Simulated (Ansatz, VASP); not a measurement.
One calculation of KI, two programs

```
CELL_PARAMETERS angstrom
0.00000 3.55488 3.55488
3.55488 0.00000 3.55488
3.55488 3.55488 0.00000
ATOMIC_POSITIONS crystal
K 0.00000 0.00000 0.00000
I 0.50000 0.50000 0.50000
```

Alike in both runs: task single point; functional PBE; k mesh 6 × 6 × 6; no spin polarisation.

|  | VASP | Ansatz |
| --- | --- | --- |
| version | VASP 6.6.1 | Ansatz 0.2.0 |
| potentials or method | VASP PAW PBE potentials, release 64 (K_sv, I) | plane waves, PAW |
| plane-wave cutoff (eV) | 520 | 420 |
| occupations | gaussian, width 0.01 eV | fixed |
| valence electrons in the cell | 16 | 26 |

VASP gave:

| Item | Value |
| --- | --- |
| gap on the k mesh at the Fermi level (eV) | 3.92 |
| pressure (GPa) | 0.4 |

Question: What did Ansatz give for the same quantities?

Answer: gap on the k mesh at the Fermi level (eV): 3.92; pressure (GPa): 0.3.

VASP's potentials hold 16 valence electrons a cell and Ansatz's 26, so a difference there can come from the potentials and not from the codes.

Neither program's run includes spin-orbit coupling.
